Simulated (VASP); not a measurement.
# P in VASP: notebook

Runs on P. Level: LDA. Tasks: single point.

Everything below comes from runs of VASP 6.6.1. Logs are shortened: lines on timing, memory, paths and dates and some standing lists are left out, and cuts for length are marked.

## 1. The cell of the first run

The cell holds a slab with vacuum, 4 atoms: a = 3.217 Å, b = 34.145 Å, c = 4.538 Å, α = 90.00°, β = 90.00°, γ = 90.00°.

## 2. Single point, LDA (volume scaled by 0.94)

INCAR

```
PREC     = Accurate       # precision mode
ENCUT    = 520            # plane-wave cutoff, eV
EDIFF    = 1E-6           # SCF threshold, eV
ISMEAR   = -1             # smearing method
SIGMA    = 0.05           # smearing width, eV
LREAL    = F              # projectors in reciprocal space
LASPH    = T              # aspherical terms in the spheres
NELM     = 80             # most SCF steps
ALGO     = Normal         # electronic algorithm
ISIF     = 2              # what is computed and relaxed
LWAVE    = F              # write WAVECAR
LCHARG   = F              # write CHGCAR
NBANDS   = 18             # bands
```

KPOINTS

```
Automatic mesh
0
Gamma
  8 1 6
```

POSCAR

```
P
1.0
    3.2166940593      0.0000000000      0.0000000000
    0.0000000000     34.1454633489      0.0000000000
    0.0000000000      0.0000000000      4.5375258363
P
4
Direct
    0.5000000000      0.9702614300      0.9078492800
    0.5000000000      0.0297385700      0.0921507200
    0.0000000000      0.0297385700      0.4078492800
    0.0000000000      0.9702614300      0.5921507200
```

Potentials or basis: VASP PAW LDA potentials, release 64 (P).

The run is started by

```bash
cat potpaw_LDA.64/P/POTCAR > POTCAR
mpirun -np 1 vasp_std > vasp.out
```

OUTCAR:

```text
PREC = Accurate
   ENCUT = 520
   EDIFF = 1E-6
   ISMEAR = -1
   LREAL = F
   LASPH = T
   NELM = 80
   ISIF = 2

 ion  position               nearest neighbor table
   1  0.500  0.970  0.908-   4 2.15   4 2.15   2 2.20
   2  0.500  0.030  0.092-   3 2.15   3 2.15   1 2.20
   3  0.000  0.030  0.408-   2 2.15   2 2.15   4 2.20
   4  0.000  0.970  0.592-   1 2.15   1 2.15   3 2.20

  LATTYP: Found a simple orthorhombic cell.
 ALAT       =     3.2166940593
 B/A-ratio  =     1.4106177811
 C/A-ratio  =    10.6150795567

  Lattice vectors:

 A1 = (  -3.2166940593,   0.0000000000,   0.0000000000)
 A2 = (   0.0000000000,   0.0000000000,   4.5375258363)
 A3 = (   0.0000000000,  34.1454633489,   0.0000000000)

Analysis of symmetry for initial positions (statically):
=====================================================================
 Subroutine PRICEL returns:
 Original cell was already a primitive cell.

 Routine SETGRP: Setting up the symmetry group for a
 simple orthorhombic supercell.

 Subroutine GETGRP returns: Found  8 space group operations
 (whereof  4 operations were pure point group operations)
 out of a pool of  8 trial point group operations.

The static configuration has the point symmetry C_2h.
 The point group associated with its full space group is D_2h.

Analysis of symmetry for dynamics (positions and initial velocities):
=====================================================================
 Subroutine PRICEL returns:
 Original cell was already a primitive cell.

 Routine SETGRP: Setting up the symmetry group for a
 simple orthorhombic supercell.

 Subroutine GETGRP returns: Found  8 space group operations
 (whereof  4 operations were pure point group operations)
 out of a pool of  8 trial point group operations.

The dynamic configuration has the point symmetry C_2h.
 The point group associated with its full space group is D_2h.

 Subroutine INISYM returns: Found  8 space group operations
 (whereof  4 operations are pure point group operations),
 and found     1 'primitive' translations

----------------------------------------------------------------------------------------

                                     Primitive cell

  volume of cell :     498.3815

  direct lattice vectors                    reciprocal lattice vectors
[... 78 lines left out ...]
   ISTART =      0    job   : 0-new  1-cont  2-samecut
   ICHARG =      2    charge: 1-file 2-atom 10-const
   ISPIN  =      1    spin polarized calculation?
   LNONCOLLINEAR =      F non collinear calculations
   LSORBIT =      F    spin-orbit coupling
   LASPH  =      T    aspherical Exc in radial PAW
   ENCUT  =  520.0 eV  38.22 Ry    6.18 a.u.   5.98 63.49  8.44*2*pi/ulx,y,z
   NELM   =     80;   NELMIN=  2; NELMDL= -5     # of ELM steps
   EDIFF  = 0.1E-05   stopping-criterion for ELM
   LREAL  =      F    real-space projection
[... 7 lines left out ...]
   TEBEG  =    0.0;   TEEND  =   0.0 temperature during run
   PSTRESS=    0.0 pullay stress
   NELECT =      20.0000    total number of electrons
   NUPDOWN=      -1.0000    fix difference up-down
   EMIN   =  10.00;   EMAX   =-10.00  energy-range for DOS
   EFERMI =   0.00;   METHOD = LEGACY
   ISMEAR =    -1;   SIGMA  =   0.05  broadening in eV -4-tet -1-fermi 0-gaus
   EFERMI_NEDOS =   21; number of points for ismear=-14 and -15
   IALGO  =     38    algorithm
   IMIX   =      4    mixing-type and parameters
     AMIX     =   0.40;   BMIX     =  1.00
     AMIX_MAG =   1.60;   BMIX_MAG =  1.00
  volume/ion in A,a.u.               =     124.60       840.81
  Fermi-wavevector in a.u.,A,eV,Ry     =   0.560485  1.059164  4.274185  0.314144
  Thomas-Fermi vector in A             =   1.596379
   LORBIT       =      0    0 simple, 1 ext, 2 COOP (PROOUT), +10 PAW based schemes
   GGA     = CA    functional components
   LHFCALC =     F    Hartree Fock is set to
   AEXX    =    0.0000 exact exchange contribution
   IVDW    =     0    specifies the selected vdW correction
   LEPSILON=     F    determine dielectric tensor
   LRPA    =     F    only Hartree local field effects (RPA)
 non-spin polarized calculation
  energy-cutoff  :      520.00
  volume of cell :      498.38
 maximum number of plane-waves:     13508
 NGX is ok and might be reduce to    24
   NGX = 11   NGY =127   NGZ = 17

 number of electron      19.9999998 magnetization

 Free energy of the ion-electron system (eV)
  ---------------------------------------------------
  ext. energy  EPLUGINS =         0.00000000
  ---------------------------------------------------
  free energy    TOTEN  =       -23.69504122 eV

  energy without entropy =      -23.69501993  energy(sigma->0) =      -23.69503057

 E-fermi :  -3.0133     XC(G=0):  -1.8535

 val. band max:       -3.4359856019   @ k =   0.1250   0.0000   0.0000
 cond. band min:      -2.6351312484   @ k =   0.0000   0.0000   0.0000
 fundamental gap:      0.8008543535
 Fermi energy:        -3.0132831373

 k-point     1 :       0.0000    0.0000    0.0000
  band No.  band energies     occupation
      1     -19.0841      2.00000
      2     -16.4210      2.00000
      3     -12.8897      2.00000
      4      -9.5693      2.00000
      5      -8.4225      2.00000
      6      -7.9558      2.00000
[... 397 lines left out ...]
      5      -8.8001      2.00000
      6      -8.8001      2.00000
[... 10 lines left out ...]
     17       3.0481      0.00000
     18       3.0481      0.00000

------------------------ aborting loop because EDIFF is reached ----------------------------------------

  FORCE on cell =-STRESS in cart. coord.  units (eV):
  Direction    XX          YY          ZZ          XY          YZ          ZX
  --------------------------------------------------------------------------------------
  -------------------------------------------------------------------------------------
  Total        1.7219354      1.4827832      1.3376639      0.0000000      0.0000000      0.0000000
  in kB        5.5356110      4.7667939      4.3002699      0.0000000      0.0000000      0.0000000
  external PRESSURE =       4.8675583 kB  Pullay stress =       0.0000000 kB

 VOLUME and BASIS-vectors are now :
 -----------------------------------------------------------------------------
  energy-cutoff  :      520.00
  volume of cell :      498.38
      direct lattice vectors                 reciprocal lattice vectors
     3.216694059  0.000000000  0.000000000     0.310878182  0.000000000  0.000000000
     0.000000000 34.145463349  0.000000000     0.000000000  0.029286467  0.000000000
     0.000000000  0.000000000  4.537525836     0.000000000  0.000000000  0.220384420

 POSITION                                       TOTAL-FORCE (eV/Angst)
 -----------------------------------------------------------------------------------
      1.60835     33.13003      4.11939         0.000000     -0.369293      0.496649
      1.60835      1.01544      0.41814         0.000000      0.369293     -0.496649
      0.00000      1.01544      1.85063         0.000000      0.369293      0.496649
      0.00000     33.13003      2.68690         0.000000     -0.369293     -0.496649
 -----------------------------------------------------------------------------------
    total drift:                               -0.000000      0.000000     -0.000000

  FREE ENERGIE OF THE ION-ELECTRON SYSTEM (eV)
  ---------------------------------------------------
  free  energy   TOTEN  =       -23.6950412187 eV

  energy  without entropy=      -23.6950199261  energy(sigma->0) =      -23.69503057
```

Wall time 2 min (1 thread of Intel Xeon 6975P-C (Granite Rapids), shared host); peak memory 0.43 GiB.

Results:

```
Free energy            : -23.6950 eV
Largest force          : 0.619 eV/Å
Band gap on the k mesh : 0.80 eV, indirect (least direct gap 0.83 eV)
```

Forces in eV/Å, atoms in the order of the input:
```
P    0.000 -0.369  0.497
P    0.000  0.369 -0.497
P    0.000  0.369  0.497
P    0.000 -0.369 -0.497
```

## 3. Single point, LDA (volume scaled by 0.98)

INCAR

```
SYSTEM = P
ALGO = Normal ; EDIFF = 1E-6
ENCUT = 520 ; ISIF = 2
ISMEAR = -1 ; LASPH = .TRUE.
LCHARG = .FALSE. ; LREAL = .FALSE.
LWAVE = .FALSE. ; NBANDS = 18
NELM = 100 ; PREC = Accurate
SIGMA = 0.05
```

KPOINTS

```
k-points
0
G
  8 1 6
  0 0 0
```

POSCAR

```
P
1.0
    3.2616886149      0.0000000000      0.0000000000
    0.0000000000     34.6230841357      0.0000000000
    0.0000000000      0.0000000000      4.6009959564
P
4
Direct
    0.5000000000      0.9702614300      0.9078492800
    0.5000000000      0.0297385700      0.0921507200
    0.0000000000      0.0297385700      0.4078492800
    0.0000000000      0.9702614300      0.5921507200
```

Potentials or basis: VASP PAW LDA potentials, release 64 (P).

The run is started by

```bash
cat potpaw_LDA.64/P/POTCAR > POTCAR
mpirun -np 1 vasp_std > vasp.out
```

Run time: 2 min. Hardware: 1 thread of Intel Xeon 6975P-C (Granite Rapids), shared host; peak memory 0.45 GiB.

Results (log left out):

```yaml
Free_energy: -23.7231 eV
Largest_force: 0.256 eV/Å
Band_gap_on_the_k_mesh: 0.84 eV, direct
```

Forces on the atoms (eV/Å):
```
P    0.000 -0.069  0.247
P    0.000  0.069 -0.247
P    0.000  0.069  0.247
P    0.000 -0.069 -0.247
```

Levels at points of the mesh, in eV from the valence-band top:
| k point | band 7 | band 8 | band 9 | band 10 | band 11 | band 12 | band 13 | band 14 |
| --- | --- | --- | --- | --- | --- | --- | --- | --- |
| (0.00, 0.00, 0.00) | -3.52 | -1.90 | -1.73 | 0.00 | 0.84 | 1.46 | 2.61 | 3.31 |
| (0.50, 0.00, 0.00) | -2.79 | -2.79 | -2.03 | -2.03 | 1.11 | 1.11 | 2.14 | 2.14 |
| (0.00, 0.00, 0.50) | -2.72 | -2.72 | -1.42 | -1.42 | 2.04 | 2.04 | 3.68 | 3.68 |
| (0.50, 0.00, 0.50) | -4.65 | -4.65 | -1.09 | -1.09 | 2.27 | 2.27 | 3.76 | 3.76 |

## 4. Single point, LDA (volume scaled by 1.02)

INCAR

```
SYSTEM = P
PREC = Accurate
ENCUT = 520
EDIFF = 1E-6
ISMEAR = -1
SIGMA = 0.05
LREAL = .FALSE.
LASPH = .TRUE.
NELM = 100
ALGO = Normal
ISIF = 2
LWAVE = .FALSE.
LCHARG = .FALSE.
NBANDS = 18
```

KPOINTS

```
Automatic mesh
0
G
  8 1 6
  0 0 0
```

POSCAR

```
P
1.0
    3.3054748950      0.0000000000      0.0000000000
    0.0000000000     35.0878789824      0.0000000000
    0.0000000000      0.0000000000      4.6627616617
P
4
Direct
    0.5000000000      0.9702614300      0.9078492800
    0.5000000000      0.0297385700      0.0921507200
    0.0000000000      0.0297385700      0.4078492800
    0.0000000000      0.9702614300      0.5921507200
```

The run is started by

```bash
cat potpaw_LDA.64/P/POTCAR > POTCAR
mpirun -np 1 vasp_std > vasp.out
```

Wall time 2.3 min (1 thread of Intel Xeon 6975P-C (Granite Rapids), shared host); peak memory 0.49 GiB.

It converged, with:

| Item | Value |
| --- | --- |
| Free energy | -23.6867 eV |
| Largest force | 0.191 eV/Å |
| Band gap on the k mesh | 0.86 eV, direct |

Forces on the atoms (eV/Å):
```
P    0.000  0.188  0.033
P    0.000 -0.188 -0.033
P    0.000 -0.188  0.033
P    0.000  0.188 -0.033
```

Levels at points of the mesh, in eV from the valence-band top:
```csv
k point,band 7,band 8,band 9,band 10,band 11,band 12,band 13,band 14
"(0.00, 0.00, 0.00)",-3.43,-1.87,-1.65,0.00,0.87,1.45,2.48,3.20
"(0.50, 0.00, 0.00)",-2.72,-2.72,-1.97,-1.97,1.11,1.11,2.15,2.15
"(0.00, 0.00, 0.50)",-2.66,-2.66,-1.39,-1.39,1.93,1.93,3.60,3.60
"(0.50, 0.00, 0.50)",-4.54,-4.54,-1.07,-1.07,2.25,2.25,3.68,3.68
```

## 5. Single point, LDA (volume scaled by 1.04)

INCAR

```
SYSTEM = P
PREC = Accurate
ENCUT = 520
EDIFF = 1E-6
ISMEAR = -1
SIGMA = 0.05
LREAL = .False.
LASPH = .True.
NELM = 80
ALGO = Normal
ISIF = 2
LWAVE = .False.
LCHARG = .False.
NBANDS = 18
```

KPOINTS

```
Automatic mesh
0
Gamma
  8 1 6
  0 0 0
```

POSCAR

```
P
1.0
    3.3269396191      0.0000000000      0.0000000000
    0.0000000000     35.3157287368      0.0000000000
    0.0000000000      0.0000000000      4.6930401832
P
4
Direct
    0.5000000000      0.9702614300      0.9078492800
    0.5000000000      0.0297385700      0.0921507200
    0.0000000000      0.0297385700      0.4078492800
    0.0000000000      0.9702614300      0.5921507200
```

Potentials or basis: VASP PAW LDA potentials, release 64 (P).

The run is started by

```bash
cat potpaw_LDA.64/P/POTCAR > POTCAR
mpirun -np 1 vasp_std > vasp.out
```

OUTCAR:

```text
SYSTEM = P
   PREC = Accurate
   ENCUT = 520
   EDIFF = 1E-6
   ISMEAR = -1
   LREAL = .False.
   LASPH = .True.
   NELM = 80
   ISIF = 2

 ion  position               nearest neighbor table
   1  0.500  0.970  0.908-   4 2.23   4 2.23   2 2.27
   2  0.500  0.030  0.092-   3 2.23   3 2.23   1 2.27
   3  0.000  0.030  0.408-   2 2.23   2 2.23   4 2.27
   4  0.000  0.970  0.592-   1 2.23   1 2.23   3 2.27

  LATTYP: Found a simple orthorhombic cell.
 ALAT       =     3.3269396191
 B/A-ratio  =     1.4106177811
 C/A-ratio  =    10.6150795566

  Lattice vectors:

 A1 = (  -3.3269396191,   0.0000000000,   0.0000000000)
 A2 = (   0.0000000000,   0.0000000000,   4.6930401832)
 A3 = (   0.0000000000,  35.3157287368,   0.0000000000)

Analysis of symmetry for initial positions (statically):
=====================================================================
 Subroutine PRICEL returns:
 Original cell was already a primitive cell.

 Routine SETGRP: Setting up the symmetry group for a
 simple orthorhombic supercell.

 Subroutine GETGRP returns: Found  8 space group operations
 (whereof  4 operations were pure point group operations)
 out of a pool of  8 trial point group operations.

The static configuration has the point symmetry C_2h.
 The point group associated with its full space group is D_2h.

Analysis of symmetry for dynamics (positions and initial velocities):
=====================================================================
 Subroutine PRICEL returns:
 Original cell was already a primitive cell.

 Routine SETGRP: Setting up the symmetry group for a
 simple orthorhombic supercell.

[... 117 lines left out ...]
   EMIN   =  10.00;   EMAX   =-10.00  energy-range for DOS
   EFERMI =   0.00;   METHOD = LEGACY
   ISMEAR =    -1;   SIGMA  =   0.05  broadening in eV -4-tet -1-fermi 0-gaus
   EFERMI_NEDOS =   21; number of points for ismear=-14 and -15
   IALGO  =     38    algorithm
   IMIX   =      4    mixing-type and parameters
     AMIX     =   0.40;   BMIX     =  1.00
     AMIX_MAG =   1.60;   BMIX_MAG =  1.00
  volume/ion in A,a.u.               =     137.85       930.26
  Fermi-wavevector in a.u.,A,eV,Ry     =   0.541912  1.024066  3.995609  0.293669
  Thomas-Fermi vector in A             =   1.569706
   LORBIT       =      0    0 simple, 1 ext, 2 COOP (PROOUT), +10 PAW based schemes
   GGA     = CA    functional components
   LHFCALC =     F    Hartree Fock is set to
   AEXX    =    0.0000 exact exchange contribution
   IVDW    =     0    specifies the selected vdW correction
   LEPSILON=     F    determine dielectric tensor
   LRPA    =     F    only Hartree local field effects (RPA)
 non-spin polarized calculation
  energy-cutoff  :      520.00
  volume of cell :      551.40
 maximum number of plane-waves:     14906
 NGX is ok and might be reduce to    28
   NGX = 13   NGY =131   NGZ = 17

 number of electron      19.9999999 magnetization

 Free energy of the ion-electron system (eV)
  ---------------------------------------------------
  ext. energy  EPLUGINS =         0.00000000
  ---------------------------------------------------
  free energy    TOTEN  =       -23.64849959 eV

  energy without entropy =      -23.64849050  energy(sigma->0) =      -23.64849505

 E-fermi :  -3.2426     XC(G=0):  -1.7746

 val. band max:       -3.6918723895   @ k =   0.0000   0.0000   0.0000
 cond. band min:      -2.8151338881   @ k =   0.0000   0.0000   0.0000
 fundamental gap:      0.8767385014
 Fermi energy:        -3.2426069705

 k-point     1 :       0.0000    0.0000    0.0000
  band No.  band energies     occupation
      1     -18.4992      2.00000
      2     -16.1155      2.00000
      3     -12.8561      2.00000
      4      -9.2922      2.00000
      5      -8.4361      2.00000
      6      -8.1100      2.00000
[... 397 lines left out ...]
      5      -8.5966      2.00000
      6      -8.5966      2.00000
[... 10 lines left out ...]
     17       2.7442      0.00000
     18       2.7442      0.00000

------------------------ aborting loop because EDIFF is reached ----------------------------------------

  FORCE on cell =-STRESS in cart. coord.  units (eV):
  Direction    XX          YY          ZZ          XY          YZ          ZX
  --------------------------------------------------------------------------------------
  -------------------------------------------------------------------------------------
  Total       -3.2479960     -1.2872891     -2.4060608      0.0000000      0.0000000      0.0000000
  in kB       -9.4375378     -3.7404108     -6.9911691      0.0000000      0.0000000      0.0000000
  external PRESSURE =      -6.7230392 kB  Pullay stress =       0.0000000 kB

 VOLUME and BASIS-vectors are now :
 -----------------------------------------------------------------------------
  energy-cutoff  :      520.00
  volume of cell :      551.40
      direct lattice vectors                 reciprocal lattice vectors
     3.326939619  0.000000000  0.000000000     0.300576540  0.000000000  0.000000000
     0.000000000 35.315728737  0.000000000     0.000000000  0.028315995  0.000000000
     0.000000000  0.000000000  4.693040183     0.000000000  0.000000000  0.213081491

 POSITION                                       TOTAL-FORCE (eV/Angst)
 -----------------------------------------------------------------------------------
      1.66347     34.26549      4.26057         0.000000      0.303000     -0.063030
      1.66347      1.05024      0.43247         0.000000     -0.303000      0.063030
      0.00000      1.05024      1.91405         0.000000     -0.303000     -0.063030
      0.00000     34.26549      2.77899         0.000000      0.303000      0.063030
 -----------------------------------------------------------------------------------
    total drift:                                0.000000      0.000000     -0.000000

  FREE ENERGIE OF THE ION-ELECTRON SYSTEM (eV)
  ---------------------------------------------------
  free  energy   TOTEN  =       -23.6484995923 eV

  energy  without entropy=      -23.6484904981  energy(sigma->0) =      -23.64849505
```

Wall time 2.4 min (1 thread of Intel Xeon 6975P-C (Granite Rapids), shared host); peak memory 0.5 GiB.

What came out:

```yaml
Free_energy: -23.6485 eV
Largest_force: 0.309 eV/Å
Band_gap_on_the_k_mesh: 0.88 eV, direct
```

Forces in eV/Å, atoms in the order of the input:
```
P    0.000  0.303 -0.063
P    0.000 -0.303  0.063
P    0.000 -0.303 -0.063
P    0.000  0.303  0.063
```

(Continued in part 2 of 2.)
